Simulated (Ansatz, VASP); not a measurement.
**C in VASP and in Ansatz**

```
C
1.0
     2.46125    0.00000    0.00000
    -1.23062    2.13150    0.00000
     0.00000    0.00000    4.16256
C
4
Direct
  0.33333 0.66667 0.00006
  0.66667 0.33333 0.50006
  0.33333 0.66667 0.37394
  0.66667 0.33333 0.87394
```

Change from the starting cell: strained cell.

Alike in both runs: functional PBEsol; k mesh 9 × 9 × 6; occupations gaussian, width 0.02 eV; no spin polarisation.

Ansatz relaxed the structure, and its values are those at the end. VASP's run is a single point on that final structure, the one shown.

|  | VASP | Ansatz |
| --- | --- | --- |
| version | VASP 6.6.1 | Ansatz 0.2.0 |
| potentials or method | VASP PAW PBE potentials, release 64 (C), cutoff 520 eV | scalar-relativistic, plane waves, PAW |
| valence electrons in the cell | 16 | 16 |

```tsv
	VASP	Ansatz	Ansatz less VASP
gap on the k mesh at the Fermi level (eV)	2.87	2.89	+0.020
least direct gap on the mesh (eV)	4.95	4.96	+0.002
pressure (GPa)	15.5	14.2	-1.30
rms of the force components (eV/Å)	0.007	0.000	-0.0068
```

VASP's potentials were made for PBE, not for PBEsol, and Ansatz warns of the same on its side. Ansatz's warnings: stress scf threshold loose.
